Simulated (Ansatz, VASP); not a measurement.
**Two plane-wave programs on InGa2As3**

```
In Ga As
1.0
    -2.08498    2.08498    8.84616
     2.08498   -2.08498    8.84616
     2.08498    2.08498   -8.84616
In Ga As
1 2 3
Direct
  0.00000 0.00000 0.00000
  0.32923 0.32923 0.00000
  0.67077 0.67077 0.00000
  0.25000 0.75000 0.50000
  0.59238 0.09238 0.50000
  0.90762 0.40762 0.50000
```

Alike in both runs: functional PBE; k mesh 6 × 6 × 6; occupations gaussian, width 0.2 eV; no spin polarisation.

Ansatz relaxed the structure, and its values are those at the end. VASP's run is a single point on that final structure, the one shown.

```csv
,VASP,Ansatz
version,VASP 6.6.1,Ansatz 0.2.0
potentials or method,"VASP PAW PBE potentials, release 64 (In_d, Ga_d, As), cutoff 520 eV","scalar-relativistic, plane waves, PAW"
valence electrons in the cell,54,84
```

|  | VASP | Ansatz | Ansatz less VASP |
| --- | --- | --- | --- |
| gap on the k mesh at the Fermi level (eV) | none | none | - |
| pressure (GPa) | 0.1 | -0.1 | -0.12 |
| rms of the force components (eV/Å) | 0.022 | 0.020 | -0.0026 |

A gap of «none» marks a metal or a gap that the smearing closes. The functional is the same, so the differences come from potentials, cutoffs and numerics. VASP's potentials hold 54 valence electrons a cell and Ansatz's 84, so a difference there can come from the potentials and not from the codes.
